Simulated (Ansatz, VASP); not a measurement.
Si3Sn: VASP beside Ansatz

Contents of POSCAR:

```
Si3Sn
1.0
    4.1168284060      0.0000000000      0.0000000000
    0.0000000000      4.1168284060      0.0000000000
    0.0000000000      0.0000000000      5.8613672029
Si Sn
3 1
Direct
    0.5000000000      0.0000000000      0.7746010626
    0.5000000000      0.5000000000      0.0000000000
    0.0000000000      0.5000000000      0.2253989374
    0.0000000000      0.0000000000      0.5000000000
```

Contents of INCAR.step1:

```
SYSTEM = Si3Sn
ALGO = Normal
EDIFF = 1E-4
ENCUT = 520
GGA = PE
ISMEAR = 0
LASPH = .True.
LCHARG = .False.
LREAL = .False.
LWAVE = .True.
NBANDS = 21
NELM = 80
PREC = Accurate
SIGMA = 0.01
```

Contents of INCAR.step2:

```
SYSTEM = Si3Sn
ALGO = Normal
EDIFF = 1E-7
ENCUT = 520
ISIF = 2
ISMEAR = 0
ISTART = 1
LASPH = .True.
LCHARG = .False.
LMIXTAU = .True.
LREAL = .False.
LWAVE = .False.
METAGGA = R2SCAN
NBANDS = 21
NELM = 80
PREC = Accurate
SIGMA = 0.01
```

KPOINTS

```
k-points
0
Gamma
  6 6 4
  0 0 0
```

Input for Ansatz:

```yaml
crystal:
  lattice:
    - [4.116828406, 0.0, 0.0]
    - [0.0, 4.116828406, 0.0]
    - [0.0, 0.0, 5.8613672029]
  atoms:
    - { symbol: Si, position: [0.5, 0.0, 0.7746010626] }
    - { symbol: Si, position: [0.5, 0.5, 0.0] }
    - { symbol: Si, position: [0.0, 0.5, 0.2253989374] }
    - { symbol: Sn, position: [0.0, 0.0, 0.5] }
kpoints:
  mp_grid: { grid: [6, 6, 4] }
hamiltonian:
  xc: r2scan
scf:
  occupations: { method: fixed }
  n_extra_bands: 5
output:
  forces: true
  stress: true
  eigenvalues: true
```

Alike in both runs: task single point; functional r2SCAN; k mesh 6 × 6 × 4; no spin polarisation.

```csv
,VASP,Ansatz
version,VASP 6.6.1,Ansatz 0.2.0
potentials or method,"VASP PAW PBE potentials, release 64 (Si, Sn_d)","plane waves, PAW"
plane-wave cutoff (eV),520,500
occupations,"gaussian, width 0.01 eV",fixed
valence electrons in the cell,26,26
```

|  | VASP | Ansatz | Ansatz less VASP |
| --- | --- | --- | --- |
| gap on the k mesh at the Fermi level (eV) | 0.49 | 0.49 | -0.008 |
| pressure (GPa) | -4.2 | -4.0 | +0.14 |
| rms of the force components (eV/Å) | 0.025 | 0.027 | +0.0019 |

VASP's potentials were made for PBE, not for r2SCAN. Atom by atom the forces differ by 0.002 eV/Å (rms over components).
